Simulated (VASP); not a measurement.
# WC (Fm-3m) in VASP: single point with r2SCAN

Aim: the single point of WC with r2SCAN.

Everything below comes from runs of VASP 6.6.1. Logs are shortened: lines on timing, memory, paths and dates and some standing lists are left out, and cuts for length are marked.

## (1) The cell of the first run

It takes space group Fm-3m (No. 225, cubic). The conventional cell has a = 4.385 Å, b = 4.385 Å, c = 4.385 Å, α = 90.00°, β = 90.00°, γ = 90.00°. W (site symmetry m-3m) has 6 C at 2.19 Å within 2.9 Å. Within 2.9 Å of C (site symmetry m-3m) lie 6 W at 2.19 Å.

## (2) Single point, r2SCAN

Contents of POSCAR:

```
WC
1.0
    0.0000000000      2.1926840000      2.1926840000
    2.1926840000      0.0000000000      2.1926840000
    2.1926840000      2.1926840000      0.0000000000
W C
1 1
Direct
    0.0000000000      0.0000000000      0.0000000000
    0.5000000000      0.5000000000      0.5000000000
```

Contents of INCAR.step1:

```
SYSTEM = WC
PREC     = Accurate       ! precision mode
ENCUT    = 520            ! plane-wave cutoff, eV
ISMEAR   = -1             ! smearing method
SIGMA    = 0.1            ! smearing width, eV
LREAL    = .False.        ! projectors in reciprocal space
LASPH    = .True.         ! aspherical terms in the spheres
NELM     = 80             ! most SCF steps
NBANDS   = 16             ! bands
GGA      = PE             ! functional
ALGO     = Normal         ! electronic algorithm
EDIFF    = 1E-4           ! SCF threshold, eV
LWAVE    = .True.         ! write WAVECAR
LCHARG   = .False.        ! write CHGCAR
```

Contents of INCAR.step2:

```
SYSTEM = WC
PREC     = Accurate       ! precision mode
ENCUT    = 520            ! plane-wave cutoff, eV
EDIFF    = 1E-6           ! SCF threshold, eV
ISMEAR   = -1             ! smearing method
SIGMA    = 0.1            ! smearing width, eV
LREAL    = .False.        ! projectors in reciprocal space
LASPH    = .True.         ! aspherical terms in the spheres
NELM     = 80             ! most SCF steps
ALGO     = Normal         ! electronic algorithm
ISIF     = 2              ! what is computed and relaxed
LWAVE    = .False.        ! write WAVECAR
LCHARG   = .True.         ! write CHGCAR
METAGGA  = R2SCAN         ! meta-GGA
LMIXTAU  = .True.       
LELF     = .True.         ! ELF
LVHAR    = .True.       
NBANDS   = 16             ! bands
ISTART   = 1
```

Contents of KPOINTS:

```
Automatic mesh
0
Gamma
  8 8 8
  0 0 0
```

Potentials or basis: VASP PAW PBE potentials, release 64 (W_sv, C).

Command:

```console
> cat potpaw_PBE.64/W_sv/POTCAR potpaw_PBE.64/C/POTCAR > POTCAR
> cp INCAR.step1 INCAR
> mpirun -np 1 vasp_std > vasp.out
> cp INCAR.step2 INCAR
> mpirun -np 1 vasp_std > vasp.out
```

OUTCAR:

```text
SYSTEM = WC
   PREC = Accurate
   ENCUT = 520
   EDIFF = 1E-6
   ISMEAR = -1
   LREAL = .False.
   LASPH = .True.
   NELM = 80
   ISIF = 2
   METAGGA = R2SCAN
   ISTART = 1

 ion  position               nearest neighbor table
   1  0.000  0.000  0.000-   2 2.19   2 2.19   2 2.19   2 2.19   2 2.19   2 2.19
   2  0.500  0.500  0.500-   1 2.19   1 2.19   1 2.19   1 2.19   1 2.19   1 2.19

  LATTYP: Found a face centered cubic cell.
 ALAT       =     4.3853680000

  Lattice vectors:

 A1 = (   0.0000000000,   2.1926840000,   2.1926840000)
 A2 = (   2.1926840000,   0.0000000000,   2.1926840000)
 A3 = (   2.1926840000,   2.1926840000,   0.0000000000)

Analysis of symmetry for initial positions (statically):
=====================================================================
 Subroutine PRICEL returns:
 Original cell was already a primitive cell.

 Routine SETGRP: Setting up the symmetry group for a
 face centered cubic supercell.

 Subroutine GETGRP returns: Found 48 space group operations
 (whereof 48 operations were pure point group operations)
 out of a pool of 48 trial point group operations.

The static configuration has the point symmetry O_h .

Analysis of symmetry for dynamics (positions and initial velocities):
=====================================================================
 Subroutine PRICEL returns:
 Original cell was already a primitive cell.

 Routine SETGRP: Setting up the symmetry group for a
 face centered cubic supercell.

 Subroutine GETGRP returns: Found 48 space group operations
 (whereof 48 operations were pure point group operations)
 out of a pool of 48 trial point group operations.

The dynamic configuration has the point symmetry O_h .

 Subroutine INISYM returns: Found 48 space group operations
 (whereof 48 operations are pure point group operations),
 and found     1 'primitive' translations

----------------------------------------------------------------------------------------

                                     Primitive cell

  volume of cell :      21.0842

  direct lattice vectors                    reciprocal lattice vectors
     0.000000000  2.192684000  2.192684000    -0.228031034  0.228031034  0.228031034
     2.192684000  0.000000000  2.192684000     0.228031034 -0.228031034  0.228031034
     2.192684000  2.192684000  0.000000000     0.228031034  0.228031034 -0.228031034

  length of vectors
     3.100923451  3.100923451  3.100923451     0.394961337  0.394961337  0.394961337

  position of ions in fractional coordinates (direct lattice)
     0.000000000  0.000000000  0.000000000
     0.500000000  0.500000000  0.500000000

  ion indices of the primitive-cell ions
   primitive index   ion index
                 1           1
                 2           2

----------------------------------------------------------------------------------------

 KPOINTS: Automatic mesh

Automatic generation of k-mesh.
 Grid dimensions read from file:
 generate k-points for:    8    8    8

 Generating k-lattice:

  Cartesian coordinates                     Fractional coordinates (reciprocal lattice)
    -0.028503879  0.028503879  0.028503879     0.125000000  0.000000000  0.000000000
     0.028503879 -0.028503879  0.028503879     0.000000000  0.125000000  0.000000000
     0.028503879  0.028503879 -0.028503879     0.000000000  0.000000000  0.125000000

  Length of vectors
     0.049370167  0.049370167  0.049370167

  Shift w.r.t. Gamma in fractional coordinates (k-lattice)
     0.000000000  0.000000000  0.000000000

 Subroutine IBZKPT returns following result:
 ===========================================

 Found     29 irreducible k-points:

 Following reciprocal coordinates:
            Coordinates               Weight
  0.000000  0.000000  0.000000      1.000000
  0.125000  0.000000  0.000000      8.000000
  0.250000  0.000000  0.000000      8.000000
  0.375000  0.000000  0.000000      8.000000
  0.500000  0.000000  0.000000      4.000000
  0.125000  0.125000  0.000000      6.000000
[... 16 lines left out ...]
  0.500000  0.250000  0.125000     48.000000
 -0.375000  0.250000  0.125000     24.000000
 [... further k-points ...]
   k-points           NKPTS =     29   k-points in BZ     NKDIM =     29   number of bands    NBANDS=     16
   number of dos      NEDOS =    301   number of ions     NIONS =      2
   total plane-waves  NPLWV =  13824
   dimension x,y,z NGX =    24 NGY =   24 NGZ =   24
   dimension x,y,z NGXF=    48 NGYF=   48 NGZF=   48
   ions per type =               1   1
   NGX,Y,Z   is equivalent  to a cutoff of  12.87, 12.87, 12.87 a.u.
   NGXF,Y,Z  is equivalent  to a cutoff of  25.73, 25.73, 25.73 a.u.
 SYSTEM =  WC
   PREC   = accura    normal or accurate (medium, high low for compatibility)
   ISTART =      1    job   : 0-new  1-cont  2-samecut
   ICHARG =      0    charge: 1-file 2-atom 10-const
   ISPIN  =      1    spin polarized calculation?
   LNONCOLLINEAR =      F non collinear calculations
   LSORBIT =      F    spin-orbit coupling
   LASPH  =      T    aspherical Exc in radial PAW
   ENCUT  =  520.0 eV  38.22 Ry    6.18 a.u.   5.77  5.77  5.77*2*pi/ulx,y,z
   NELM   =     80;   NELMIN=  2; NELMDL=  0     # of ELM steps
   EDIFF  = 0.1E-05   stopping-criterion for ELM
   LREAL  =      F    real-space projection
   EDIFFG = 0.1E-04   stopping-criterion for IOM
   NSW    =      0    number of steps for IOM
   IBRION =     -1    ionic relax: 0-MD 1-quasi-New 2-CG
   NFREE  =      0    steps in history (QN), initial steepest desc. (CG)
   ISIF   =      2    stress and relaxation
   ISYM   =      2    0-nonsym 1-usesym 2-fastsym
   POTIM  = 0.5000    time-step for ionic-motion
   TEBEG  =    0.0;   TEEND  =   0.0 temperature during run
   PSTRESS=    0.0 pullay stress
   NELECT =      18.0000    total number of electrons
   NUPDOWN=      -1.0000    fix difference up-down
   EMIN   =  10.00;   EMAX   =-10.00  energy-range for DOS
   EFERMI =   0.00;   METHOD = LEGACY
   ISMEAR =    -1;   SIGMA  =   0.10  broadening in eV -4-tet -1-fermi 0-gaus
   EFERMI_NEDOS =   21; number of points for ismear=-14 and -15
   IALGO  =     38    algorithm
   IMIX   =      4    mixing-type and parameters
     AMIX     =   0.40;   BMIX     =  1.00
     AMIX_MAG =   1.60;   BMIX_MAG =  1.00
  volume/ion in A,a.u.               =      10.54        71.14
  Fermi-wavevector in a.u.,A,eV,Ry     =   1.553029  2.934800 32.815887  2.411900
  Thomas-Fermi vector in A             =   2.657319
   LORBIT       =      0    0 simple, 1 ext, 2 COOP (PROOUT), +10 PAW based schemes
   METAGGA = R2SCAN    functional components
   LHFCALC =     F    Hartree Fock is set to
   AEXX    =    0.0000 exact exchange contribution
   IVDW    =     0    specifies the selected vdW correction
   LEPSILON=     F    determine dielectric tensor
   LRPA    =     F    only Hartree local field effects (RPA)
 non-spin polarized calculation
  energy-cutoff  :      520.00
  volume of cell :       21.08
 maximum number of plane-waves:       588
   NGX = 11   NGY = 11   NGZ = 11

 number of electron      18.0000001 magnetization

 Free energy of the ion-electron system (eV)
  ---------------------------------------------------
  ext. energy  EPLUGINS =         0.00000000
  ---------------------------------------------------
  free energy    TOTEN  =       -60.63114409 eV

  energy without entropy =      -60.58734127  energy(sigma->0) =      -60.60924268

 E-fermi :  12.5358     XC(G=0): -14.8498

 val. band max:       12.5194844725   @ k =   0.5000   0.1250   0.0000
 cond. band min:      12.5706607012   @ k =   0.1250   0.1250   0.0000
 fundamental gap:      0.0511762286
 Fermi energy:        12.5358055243

 k-point     1 :       0.0000    0.0000    0.0000
  band No.  band energies     occupation
      1     -65.0464      2.00000
      2     -28.3828      2.00000
      3     -28.3828      2.00000
      4     -28.3828      2.00000
      5      -4.3043      2.00000
      6       9.5705      2.00000
[... 8 lines left out ...]
     15      22.9943      0.00000
     16      36.2350      0.00000

 k-point     2 :       0.1250    0.0000    0.0000
  band No.  band energies     occupation
      1     -65.0403      2.00000
      2     -28.4779      2.00000
      3     -28.3928      2.00000
      4     -28.3928      2.00000
      5      -3.8587      2.00000
      6       8.1764      2.00000
[... 8 lines left out ...]
     15      23.9608      0.00000
     16      32.9844      0.00000

 k-point     3 :       0.2500    0.0000    0.0000
  band No.  band energies     occupation
      1     -65.0257      2.00000
      2     -28.7017      2.00000
      3     -28.4167      2.00000
      4     -28.4167      2.00000
      5      -2.6401      2.00000
      6       5.8892      2.00000
[... 8 lines left out ...]
     15      25.4249      0.00000
     16      30.1426      0.00000

 k-point     4 :       0.3750    0.0000    0.0000
  band No.  band energies     occupation
      1     -65.0110      2.00000
      2     -28.9179      2.00000
      3     -28.4405      2.00000
      4     -28.4405      2.00000
      5      -0.9596      2.00000
      6       3.6613      2.00000
[... 8 lines left out ...]
     15      26.4662      0.00000
     16      26.5376      0.00000
[... 324 lines left out ...]
 k-point    22 :       0.3750    0.2500    0.1250
  band No.  band energies     occupation
      1     -65.0147      2.00000
      2     -28.7471      2.00000
      3     -28.5348      2.00000
      4     -28.4525      2.00000
      5      -1.9830      2.00000
      6       4.7527      2.00000
[... 8 lines left out ...]
     15      26.0289      0.00000
     16      26.3782      0.00000

 k-point    23 :       0.5000    0.2500    0.1250
  band No.  band energies     occupation
      1     -65.0029      2.00000
      2     -28.8638      2.00000
      3     -28.5966      2.00000
      4     -28.4855      2.00000
      5      -0.9857      2.00000
      6       3.9383      2.00000
[... 8 lines left out ...]
     15      24.9483      0.00000
     16      26.0766      0.00000

 k-point    24 :      -0.3750    0.2500    0.1250
  band No.  band energies     occupation
      1     -64.9979      2.00000
      2     -28.9145      2.00000
      3     -28.6132      2.00000
      4     -28.5050      2.00000
      5      -0.5009      2.00000
      6       3.5310      2.00000
[... 8 lines left out ...]
     15      25.2883      0.00000
     16      26.4784      0.00000

 [... further k-points ...]
[... 5 lines left out ...]
  --------------------------------------------------------------------------------------
  -------------------------------------------------------------------------------------
  Total       -0.4202309     -0.4202309     -0.4202309      0.0000000      0.0000000      0.0000000
  in kB      -31.9330544    -31.9330544    -31.9330544      0.0000000      0.0000000      0.0000000
  external PRESSURE =     -31.9330544 kB  Pullay stress =       0.0000000 kB

 VOLUME and BASIS-vectors are now :
 -----------------------------------------------------------------------------
  energy-cutoff  :      520.00
  volume of cell :       21.08
      direct lattice vectors                 reciprocal lattice vectors
     0.000000000  2.192684000  2.192684000    -0.228031034  0.228031034  0.228031034
     2.192684000  0.000000000  2.192684000     0.228031034 -0.228031034  0.228031034
     2.192684000  2.192684000  0.000000000     0.228031034  0.228031034 -0.228031034

 POSITION                                       TOTAL-FORCE (eV/Angst)
 -----------------------------------------------------------------------------------
      0.00000      0.00000      0.00000         0.000000     -0.000000      0.000000
      2.19268      2.19268      2.19268        -0.000000      0.000000     -0.000000
 -----------------------------------------------------------------------------------
    total drift:                                0.000000     -0.000000     -0.000000

  FREE ENERGIE OF THE ION-ELECTRON SYSTEM (eV)
  ---------------------------------------------------
  free  energy   TOTEN  =       -60.6311440915 eV

  energy  without entropy=      -60.5873412715  energy(sigma->0) =      -60.60924268
```

Run time: 32 s. Hardware: 1 thread of Intel Xeon Platinum 8488C (Sapphire Rapids), shared host; peak memory 0.15 GiB.

What came out:

```
Free energy            : -60.6311 eV
Pressure               : -3.2 GPa
Band gap on the k mesh : zero (band 9 reaches 13.50 eV, above the bottom of band 10 at 10.27 eV)
```

Levels at points of the mesh, in eV from the Fermi level:
```
           k point  band 7  band 8  band 9  band 10  band 11  band 12
(0.00, 0.00, 0.00)   -2.97   -2.97   -1.29    -1.29    -1.29    -1.15
(0.50, 0.00, 0.00)   -7.07   -7.07    0.97     0.97     2.37     5.23
(0.50, 0.50, 0.00)   -6.01   -2.83   -2.83     0.72     2.22     2.22
```

Caveat: the PAW data sets were made with another functional, which shifts forces and pressure a little; spin-orbit coupling is left out, which moves the levels of the heavy elements.
